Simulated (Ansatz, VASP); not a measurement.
KBr: VASP beside Ansatz

```
K Br
1.0
     0.00000    3.39408    3.39408
     3.39408    0.00000    3.39408
     3.39408    3.39408    0.00000
K Br
1 1
Cartesian
  0.0000 0.0000 0.0000
  3.3941 3.3941 3.3941
```

Alike in both runs: task single point; functional HSE06; k mesh 4 × 4 × 4; occupations fermi-dirac, width 0.05 eV; no spin polarisation.

|  | VASP | Ansatz |
| --- | --- | --- |
| version | VASP 6.6.1 | Ansatz 0.2.0 development build |
| potentials or method | VASP PAW PBE potentials, release 64 (K_sv, Br), cutoff 520 eV | plane waves, all-electron PAW datasets generated for the crystal |

|  | VASP | Ansatz | Ansatz less VASP |
| --- | --- | --- | --- |
| gap on the k mesh at the Fermi level (eV) | 5.37 | 5.37 | +0.003 |

Ansatz ran all-electron here, and VASP with PAW potentials.
